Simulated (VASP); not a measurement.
## InAs: single point with PBE

The system is InAs.

```
CELL_PARAMETERS angstrom
0.00000 3.02400 3.05424
3.02400 0.00000 3.05424
3.02400 3.02400 0.00000
ATOMIC_POSITIONS crystal
In 0.00000 0.00000 0.00000
As 0.75000 0.75000 0.75000
```

This cell differs from its parent crystal: strain +0.0100 x Voigt [0, 0, 1, 0, 0, 0].

```json
{"Program": "VASP 6.6.1", "Task": "single point", "Functional": "PBE", "Potentials or basis": "VASP PAW PBE potentials, release 64 (In_d, As)", "Cutoff": "520 eV", "k mesh": "14 × 14 × 14", "Occupations": "gaussian, width 0.15 eV", "Spin": "no spin polarisation"}
```

```json
{
  "Pressure": "3.3 GPa",
  "Band gap on the k mesh": "zero (filled and empty bands touch)"
}
```

Stress tensor (GPa, compression positive):
```
3.39 0.00 0.00
0.00 3.39 0.00
0.00 0.00 3.07
```

Levels at points of the mesh, in eV from the Fermi level:
```
           k point  band 6  band 7  band 8  band 9  band 10  band 11  band 12  band 13
(0.00, 0.00, 0.00)  -11.94   -0.39   -0.17   -0.13    -0.13     3.76     3.76     3.78
(0.50, 0.00, 0.00)  -10.50   -5.85   -1.15   -1.08     0.79     4.50     4.56     6.70
(0.50, 0.50, 0.00)   -9.99   -5.97   -2.39   -2.39     1.46     1.98     8.92     9.06
(0.50, 0.00, 0.50)   -9.96   -5.91   -2.45   -2.44     1.41     1.89     9.00     9.01
```

Run time: 82 s on 1 thread of AMD EPYC 9R45 96-Core Processor (Zen 5), on a shared host, peak memory 0.32 GiB.

Caveat: the cell differs from its parent crystal (strain +0.0100 x Voigt [0, 0, 1, 0, 0, 0]); spin-orbit coupling is left out, which moves the levels of the heavy elements.
